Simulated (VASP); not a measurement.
Write the native input for VASP 6.6.1 that does the following.

* Task: single point
* Functional: PBE
* Potentials or basis: VASP PAW PBE potentials, release 64 (K_sv, F)
* Cutoff: 520 eV
* k mesh: 6 × 6 × 6
* Occupations: gaussian, width 0.02 eV
* Spin: no spin polarisation
* Dipole correction: no
* Further INCAR settings: ALGO = Normal; EDIFF = 1e-06; NBANDS = 42

The structure of KF lies in POSCAR:

```
KF
1.0
    0.0000000000     -5.4206645362      0.0000000000
    0.0000000000      0.0000000000      5.4206645362
   -5.4206645362      0.0000000000      0.0000000000
K F
4 4
Direct
    0.0000000000      0.5000000000      0.5000000000
    0.5000000000      0.5000000000      1.0000000000
    0.0000000000      0.0000000000      0.0000000000
    0.5000000000      0.0000000000      0.5000000000
    0.0000000000      0.5000000000      0.0000000000
    0.5000000000      0.5000000000      0.5000000000
    0.0000000000      0.0000000000      0.5000000000
    0.5000000000      0.0000000000      0.0000000000
```

These files were run (other wordings do the same):

INCAR

```
SYSTEM = KF
ALGO = Normal
EDIFF = 1E-6
ENCUT = 520
GGA = PE
ISIF = 2
ISMEAR = 0
LASPH = .TRUE.
LCHARG = .FALSE.
LREAL = .FALSE.
LWAVE = .FALSE.
NBANDS = 42
NELM = 60
PREC = Accurate
SIGMA = 0.02
```

KPOINTS

```
k-points
0
G
  6 6 6
  0 0 0
```

Potentials or basis: VASP PAW PBE potentials, release 64 (K_sv, F).

The run is started by

```sh
$ cat potpaw_PBE.64/K_sv/POTCAR potpaw_PBE.64/F/POTCAR > POTCAR
$ mpirun -np 1 vasp_std > vasp.out
```

It gave:

The pressure is 0.0 GPa and the band gap on the k mesh is 5.95 eV.

It took 91 s on 1 thread of Intel(R) Xeon(R) Platinum 8488C (Sapphire Rapids), with other jobs on the host, peak memory 0.28 GiB.
